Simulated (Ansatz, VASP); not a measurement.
## Sb in VASP and in Ansatz

```
Sb
1.0
     0.00000    2.21778    2.21778
     2.21778    0.00000    2.21778
     2.21778    2.21778    0.00000
Sb
1
Direct
  0.00000 0.00000 0.00000
```

Alike in both runs: task single point; functional PBE; k mesh 8 × 8 × 8; occupations gaussian, width 0.1 eV; no spin polarisation.

|  | VASP | Ansatz |
| --- | --- | --- |
| version | VASP 6.6.1 | Ansatz 0.2.0 |
| potentials or method | VASP PAW PBE potentials, release 64 (Sb), cutoff 500 eV | scalar-relativistic, plane waves, PAW |
| valence electrons in the cell | 5 | 15 |

```csv
,VASP,Ansatz,Ansatz less VASP
gap on the k mesh at the Fermi level (eV),none,none,-
pressure (GPa),23.6,23.6,+0.01
```

A gap of «none» marks a metal or a gap that the smearing closes. The functional is the same, so the differences come from potentials, cutoffs and numerics. VASP's potentials hold 5 valence electrons a cell and Ansatz's 15, so a difference there can come from the potentials and not from the codes.

Spin-orbit coupling is off throughout.
